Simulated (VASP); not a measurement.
# BaTl3B (P6_3/mmc) in VASP: single point with PBE

Aim: the single point of BaTl3B with PBE.

Everything below comes from runs of VASP 6.6.1. Logs are shortened: lines on timing, memory, paths and dates and some standing lists are left out, and cuts for length are marked.

### 1 The cell of the first run

Symmetry: P6_3/mmc, No. 194, hexagonal system. Conventional cell: a = 8.245 Å, b = 8.245 Å, c = 5.102 Å, α = 90.00°, β = 90.00°, γ = 120.00°. Within 4.7 Å of Ba (site symmetry -6m2) lie 12 Tl at 3.59 to 4.13 Å. Tl (site symmetry mm2) has 2 B at 2.57 Å and 4 Tl at 3.39 Å within 3.4 Å. B (site symmetry -3m) has 2 B at 2.55 Å and 6 Tl at 2.57 Å within 3.4 Å.

### 2 Single point, PBE

INCAR reads:

```
SYSTEM = BaTl3B
  PREC = Accurate
  ENCUT = 520
  EDIFF = 1E-7
  ISMEAR = 0
  SIGMA = 0.1
  LREAL = .FALSE.
  LASPH = .TRUE.
  NELM = 80
  ALGO = Fast
  ISIF = 2
  LWAVE = .FALSE.
  LCHARG = .FALSE.
  GGA = PE
  NBANDS = 63
```

KPOINTS reads:

```
Automatic mesh
0
G
  6 6 8
  0 0 0
```

POSCAR reads:

```
BaTl3B
1.0
    8.2447413662      0.0000000000      0.0000000000
   -4.1223706831      7.1401554707      0.0000000000
    0.0000000000      0.0000000000      5.1019247745
Ba Tl B
2 6 2
Direct
    0.3333333333      0.6666666667      0.7500000000
    0.6666666667      0.3333333333      0.2500000000
    0.1562316440      0.3124632879      0.2500000000
    0.8437683560      0.1562316440      0.7500000000
    0.8437683560      0.6875367121      0.7500000000
    0.1562316440      0.8437683560      0.2500000000
    0.6875367121      0.8437683560      0.2500000000
    0.3124632879      0.1562316440      0.7500000000
    0.0000000000      0.0000000000      0.5000000000
    0.0000000000      0.0000000000      0.0000000000
```

Potentials or basis: VASP PAW PBE potentials, release 64 (Ba_sv, Tl_d, B).

Launch:

```
cat potpaw_PBE.64/Ba_sv/POTCAR potpaw_PBE.64/Tl_d/POTCAR potpaw_PBE.64/B/POTCAR > POTCAR
mpirun -np 1 vasp_std > vasp.out
```

OUTCAR:

```text
SYSTEM = BaTl3B
   PREC = Accurate
   ENCUT = 520
   EDIFF = 1E-7
   ISMEAR = 0
   LREAL = .FALSE.
   LASPH = .TRUE.
   NELM = 80
   ISIF = 2
   GGA = PE

 ion  position               nearest neighbor table
   1  0.333  0.667  0.750-   6 3.59   6 3.59   3 3.59   3 3.59   7 3.59   7 3.59   4 4.13   8 4.13
                             8 4.13   4 4.13   5 4.13   5 4.13
   2  0.667  0.333  0.250-   4 3.59   4 3.59   5 3.59   5 3.59   8 3.59   8 3.59   6 4.13   7 4.13
                             7 4.13   6 4.13   3 4.13   3 4.13
   3  0.156  0.312  0.250-   9 2.57  10 2.57   8 3.39   8 3.39   4 3.39   4 3.39   1 3.59   1 3.59
                             6 3.86   7 3.86   2 4.13   2 4.13
   4  0.844  0.156  0.750-   9 2.57  10 2.57   7 3.39   7 3.39   3 3.39   3 3.39   2 3.59   2 3.59
                             5 3.86   8 3.86   1 4.13   1 4.13
   5  0.844  0.688  0.750-   9 2.57  10 2.57   7 3.39   7 3.39   6 3.39   6 3.39   2 3.59   2 3.59
                             8 3.86   4 3.86   1 4.13   1 4.13
   6  0.156  0.844  0.250-   9 2.57  10 2.57   8 3.39   8 3.39   5 3.39   5 3.39   1 3.59   1 3.59
                             3 3.86   7 3.86   2 4.13   2 4.13
   7  0.688  0.844  0.250-   9 2.57  10 2.57   5 3.39   5 3.39   4 3.39   4 3.39   1 3.59   1 3.59
                             3 3.86   6 3.86   2 4.13   2 4.13
   8  0.312  0.156  0.750-   9 2.57  10 2.57   3 3.39   3 3.39   6 3.39   6 3.39   2 3.59   2 3.59
                             5 3.86   4 3.86   1 4.13   1 4.13
   9  0.000  0.000  0.500-   3 2.57   5 2.57   7 2.57   8 2.57   4 2.57   6 2.57
  10  0.000  0.000  0.000-   3 2.57   5 2.57   7 2.57   8 2.57   4 2.57   6 2.57

  LATTYP: Found a hexagonal cell.
 ALAT       =     8.2447413662
 C/A-ratio  =     0.6188095597

  Lattice vectors:

 A1 = (   8.2447413662,   0.0000000000,   0.0000000000)
 A2 = (  -4.1223706831,   7.1401554707,   0.0000000000)
 A3 = (   0.0000000000,   0.0000000000,   5.1019247745)

Analysis of symmetry for initial positions (statically):
=====================================================================
 Subroutine PRICEL returns:
 Original cell was already a primitive cell.

 Routine SETGRP: Setting up the symmetry group for a
 hexagonal supercell.

 Subroutine GETGRP returns: Found 24 space group operations
 (whereof 12 operations were pure point group operations)
 out of a pool of 24 trial point group operations.

The static configuration has the point symmetry D_3d.
 The point group associated with its full space group is D_6h.

Analysis of symmetry for dynamics (positions and initial velocities):
=====================================================================
 Subroutine PRICEL returns:
 Original cell was already a primitive cell.

 Routine SETGRP: Setting up the symmetry group for a
 hexagonal supercell.

 Subroutine GETGRP returns: Found 24 space group operations
 (whereof 12 operations were pure point group operations)
 out of a pool of 24 trial point group operations.

The dynamic configuration has the point symmetry D_3d.
 The point group associated with its full space group is D_6h.

 Subroutine INISYM returns: Found 24 space group operations
 (whereof 12 operations are pure point group operations),
 and found     1 'primitive' translations

----------------------------------------------------------------------------------------

                                     Primitive cell

  volume of cell :     300.3439

  direct lattice vectors                    reciprocal lattice vectors
     8.244741366  0.000000000  0.000000000     0.121289432  0.070026486  0.000000000
    -4.122370683  7.140155471  0.000000000     0.000000000  0.140052973  0.000000000
     0.000000000  0.000000000  5.101924774     0.000000000  0.000000000  0.196004458

  length of vectors
     8.244741366  8.244741366  5.101924774     0.140052973  0.140052973  0.196004458

  position of ions in fractional coordinates (direct lattice)
     0.333333333  0.666666667  0.750000000
     0.666666667  0.333333333  0.250000000
     0.156231644  0.312463288  0.250000000
     0.843768356  0.156231644  0.750000000
     0.843768356  0.687536712  0.750000000
     0.156231644  0.843768356  0.250000000
     0.687536712  0.843768356  0.250000000
     0.312463288  0.156231644  0.750000000
     0.000000000  0.000000000  0.500000000
     0.000000000  0.000000000  0.000000000

  ion indices of the primitive-cell ions
   primitive index   ion index
                 1           1
                 2           2
                 3           3
                 4           4
                 5           5
                 6           6
                 7           7
                 8           8
                 9           9
                10          10

----------------------------------------------------------------------------------------

 KPOINTS: Automatic mesh

Automatic generation of k-mesh.
 Grid dimensions read from file:
 generate k-points for:    6    6    8

 Generating k-lattice:

  Cartesian coordinates                     Fractional coordinates (reciprocal lattice)
     0.020214905  0.011671081  0.000000000     0.166666667  0.000000000  0.000000000
     0.000000000  0.023342162  0.000000000     0.000000000  0.166666667  0.000000000
     0.000000000  0.000000000  0.024500557     0.000000000  0.000000000  0.125000000

  Length of vectors
     0.023342162  0.023342162  0.024500557

  Shift w.r.t. Gamma in fractional coordinates (k-lattice)
     0.000000000  0.000000000  0.000000000

 Subroutine IBZKPT returns following result:
 ===========================================

 Found     35 irreducible k-points:

 Following reciprocal coordinates:
            Coordinates               Weight
  0.000000  0.000000  0.000000      1.000000
  0.166667 -0.000000  0.000000      6.000000
  0.333333 -0.000000  0.000000      6.000000
  0.500000 -0.000000  0.000000      3.000000
  0.166667  0.166667  0.000000      6.000000
  0.333333  0.166667  0.000000     12.000000
[... 16 lines left out ...]
  0.166667 -0.000000  0.375000     12.000000
  0.333333 -0.000000  0.375000     12.000000
 [... further k-points ...]
   k-points           NKPTS =     35   k-points in BZ     NKDIM =     35   number of bands    NBANDS=     63
   number of dos      NEDOS =    301   number of ions     NIONS =     10
   total plane-waves  NPLWV = 163840
   dimension x,y,z NGX =    64 NGY =   64 NGZ =   40
   dimension x,y,z NGXF=   128 NGYF=  128 NGZF=   80
   ions per type =               2   6   2
   NGX,Y,Z   is equivalent  to a cutoff of  12.90, 12.90, 13.03 a.u.
   NGXF,Y,Z  is equivalent  to a cutoff of  25.81, 25.81, 26.07 a.u.
 SYSTEM =  BaTl3B
   PREC   = accura    normal or accurate (medium, high low for compatibility)
   ISTART =      0    job   : 0-new  1-cont  2-samecut
   ICHARG =      2    charge: 1-file 2-atom 10-const
   ISPIN  =      1    spin polarized calculation?
   LNONCOLLINEAR =      F non collinear calculations
   LSORBIT =      F    spin-orbit coupling
   LASPH  =      T    aspherical Exc in radial PAW
   ENCUT  =  520.0 eV  38.22 Ry    6.18 a.u.  15.33 15.33  9.49*2*pi/ulx,y,z
   NELM   =     80;   NELMIN=  2; NELMDL= -5     # of ELM steps
   EDIFF  = 0.1E-06   stopping-criterion for ELM
   LREAL  =      F    real-space projection
   EDIFFG = 0.1E-05   stopping-criterion for IOM
   NSW    =      0    number of steps for IOM
   IBRION =     -1    ionic relax: 0-MD 1-quasi-New 2-CG
   NFREE  =      0    steps in history (QN), initial steepest desc. (CG)
   ISIF   =      2    stress and relaxation
   ISYM   =      2    0-nonsym 1-usesym 2-fastsym
   POTIM  = 0.5000    time-step for ionic-motion
   TEBEG  =    0.0;   TEEND  =   0.0 temperature during run
   PSTRESS=    0.0 pullay stress
   NELECT =     104.0000    total number of electrons
   NUPDOWN=      -1.0000    fix difference up-down
   EMIN   =  10.00;   EMAX   =-10.00  energy-range for DOS
   EFERMI =   0.00;   METHOD = LEGACY
   ISMEAR =     0;   SIGMA  =   0.10  broadening in eV -4-tet -1-fermi 0-gaus
   EFERMI_NEDOS =   21; number of points for ismear=-14 and -15
   IALGO  =     68    algorithm
   IMIX   =      4    mixing-type and parameters
     AMIX     =   0.40;   BMIX     =  1.00
     AMIX_MAG =   1.60;   BMIX_MAG =  1.00
  volume/ion in A,a.u.               =      30.03       202.68
  Fermi-wavevector in a.u.,A,eV,Ry     =   1.149599  2.172427 17.981157  1.321578
  Thomas-Fermi vector in A             =   2.286268
   LORBIT       =      0    0 simple, 1 ext, 2 COOP (PROOUT), +10 PAW based schemes
   GGA     = PE    functional components
   LHFCALC =     F    Hartree Fock is set to
   AEXX    =    0.0000 exact exchange contribution
   IVDW    =     0    specifies the selected vdW correction
   LEPSILON=     F    determine dielectric tensor
   LRPA    =     F    only Hartree local field effects (RPA)
 non-spin polarized calculation
 RMM-DIIS sequential band-by-band and
 Gauss-broadening in eV      SIGMA  =   0.10
  energy-cutoff  :      520.00
  volume of cell :      300.34
 maximum number of plane-waves:      8142
 NGX is ok and might be reduce to    64
   NGX = 31   NGY = 31   NGZ = 19

 number of electron     103.9999996 magnetization

 Free energy of the ion-electron system (eV)
  ---------------------------------------------------
  ext. energy  EPLUGINS =         0.00000000
  ---------------------------------------------------
  free energy    TOTEN  =       -28.02523986 eV

  energy without entropy =      -27.99426661  energy(sigma->0) =      -28.00975323

 E-fermi :   4.8927     XC(G=0):  -9.2991

 val. band max:        4.8431720517   @ k =   0.1667   0.1667   0.2500
 cond. band min:       4.8966585524   @ k =   0.3333   0.1667   0.3750
 fundamental gap:      0.0534865007
 Fermi energy:         4.8927240856

 k-point     1 :       0.0000    0.0000    0.0000
  band No.  band energies     occupation
      1     -23.9569      2.00000
      2     -23.9537      2.00000
      3      -9.2191      2.00000
      4      -9.2191      2.00000
      5      -9.1796      2.00000
      6      -9.1796      2.00000
[... 1573 lines left out ...]
     62       7.8038      0.00000
     63       8.1729      0.00000

 [... further k-points ...]

------------------------ aborting loop because EDIFF is reached ----------------------------------------

  FORCE on cell =-STRESS in cart. coord.  units (eV):
  Direction    XX          YY          ZZ          XY          YZ          ZX
  --------------------------------------------------------------------------------------
  -------------------------------------------------------------------------------------
  Total        0.2241668      0.2241668      0.1770273      0.0000000      0.0000000      0.0000000
  in kB        1.1958125      1.1958125      0.9443481      0.0000000      0.0000000      0.0000000
  external PRESSURE =       1.1119910 kB  Pullay stress =       0.0000000 kB

 VOLUME and BASIS-vectors are now :
 -----------------------------------------------------------------------------
  energy-cutoff  :      520.00
  volume of cell :      300.34
      direct lattice vectors                 reciprocal lattice vectors
     8.244741366  0.000000000  0.000000000     0.121289432  0.070026486  0.000000000
    -4.122370683  7.140155471  0.000000000     0.000000000  0.140052973  0.000000000
     0.000000000  0.000000000  5.101924774     0.000000000  0.000000000  0.196004458

 POSITION                                       TOTAL-FORCE (eV/Angst)
 -----------------------------------------------------------------------------------
     -0.00000      4.76010      3.82644         0.000000     -0.000000      0.000000
      4.12237      2.38005      1.27548         0.000000      0.000000      0.000000
      0.00000      2.23104      1.27548        -0.000000     -0.015854     -0.000000
      6.31261      1.11552      3.82644         0.013730     -0.007927     -0.000000
      4.12237      4.90912      3.82644         0.000000      0.015854     -0.000000
     -2.19024      6.02464      1.27548        -0.013730      0.007927      0.000000
      2.19024      6.02464      1.27548         0.013730      0.007927      0.000000
      1.93213      1.11552      3.82644        -0.013730     -0.007927      0.000000
      0.00000      0.00000      2.55096        -0.000000      0.000000      0.000000
      0.00000      0.00000      0.00000         0.000000      0.000000      0.000000
 -----------------------------------------------------------------------------------
    total drift:                                0.000000     -0.000000      0.000000

  FREE ENERGIE OF THE ION-ELECTRON SYSTEM (eV)
  ---------------------------------------------------
  free  energy   TOTEN  =       -28.0252398576 eV

  energy  without entropy=      -27.9942666061  energy(sigma->0) =      -28.00975323
```

Wall time 34 min (1 thread of Intel Xeon 8259CL, shared host); peak memory 0.76 GiB.

Results:

```
Free energy            : -28.0252 eV
Pressure               : 0.1 GPa
Largest force          : 0.016 eV/Å
Band gap on the k mesh : zero (bands 52 and 53 overlap by 1.42 eV)
```

Forces in eV/Å, atoms in the order of the input:
```
Ba   0.000  0.000  0.000
Ba   0.000  0.000  0.000
Tl   0.000 -0.016  0.000
Tl   0.014 -0.008  0.000
Tl   0.000  0.016  0.000
Tl  -0.014  0.008  0.000
Tl   0.014  0.008  0.000
Tl  -0.014 -0.008  0.000
B    0.000  0.000  0.000
B    0.000  0.000  0.000
```

Levels at points of the mesh, in eV from the Fermi level:
| k point | band 50 | band 51 | band 52 | band 53 | band 54 | band 55 |
| --- | --- | --- | --- | --- | --- | --- |
| (0.00, 0.00, 0.00) | -0.65 | -0.65 | 0.07 | 0.07 | 1.05 | 1.14 |
| (0.50, 0.00, 0.00) | -1.16 | -0.97 | -0.66 | -0.31 | 0.72 | 0.73 |
| (0.00, 0.00, 0.50) | -2.10 | 0.67 | 0.67 | 1.16 | 1.16 | 1.16 |
| (0.50, 0.00, 0.50) | -1.62 | -0.30 | -0.30 | 0.22 | 0.22 | 1.09 |

Caveat: spin-orbit coupling is left out, which moves the levels of the heavy elements.
